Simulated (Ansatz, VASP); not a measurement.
**GaP: VASP beside Ansatz**

The input INCAR:

```
SYSTEM = GaP
ALGO = Normal
EDIFF = 1E-7
ENCUT = 520
GGA = PE
ISIF = 2
ISMEAR = 0
LASPH = .True.
LCHARG = .False.
LREAL = .False.
LWAVE = .False.
NBANDS = 16
NELM = 60
PREC = Accurate
SIGMA = 0.05
```

The input KPOINTS:

```
k-points
0
Gamma
  8 8 8
  0 0 0
```

File POSCAR:

```
GaP
1.0
    0.0000000000      2.7252500000      2.7252500000
    2.9296437500      0.0000000000      2.7252500000
    2.9296437500      2.7252500000      0.0000000000
Ga P
1 1
Direct
    0.0000000000      0.0000000000      0.0000000000
    0.7500000000      0.7500000000      0.7500000000
```

Input for Ansatz:

```yaml
crystal:
  lattice:
    - [0.0, 2.72525, 2.72525]
    - [2.92964375, 0.0, 2.72525]
    - [2.92964375, 2.72525, 0.0]
  atoms:
    - { symbol: Ga, position: [0.0, 0.0, 0.0] }
    - { symbol: P, position: [0.75, 0.75, 0.75] }
basis:
  ecutwfc: 420
kpoints:
  mp_grid: { grid: [8, 8, 8] }
hamiltonian:
  xc: pbe
scf:
  occupations: { method: gaussian, width: 0.05 }
output:
  forces: true
  stress: true
  eigenvalues: true
```

Change from the starting cell: strain +0.0750 x Voigt [1, 0, 0, 0, 0, 0], atoms carried along.

Alike in both runs: task single point; functional PBE; k mesh 8 × 8 × 8; occupations gaussian, width 0.05 eV; no spin polarisation.

|  | VASP | Ansatz |
| --- | --- | --- |
| version | VASP 6.6.1 | Ansatz 0.2.0 |
| potentials or method | VASP PAW PBE potentials, release 64 (Ga_d, P), cutoff 520 eV | scalar-relativistic, plane waves, PAW |
| valence electrons in the cell | 18 | 18 |

```tsv
	VASP	Ansatz	Ansatz less VASP
gap on the k mesh at the Fermi level (eV)	1.05	1.05	+0.003
least direct gap on the mesh (eV)	1.05	1.05	+0.003
pressure (GPa)	-3.0	-3.0	-0.01
traceless stress, the component that is largest in VASP (GPa)	-3.88	-3.88	+0.001
```

The functional is the same, so the differences come from potentials, cutoffs and numerics.
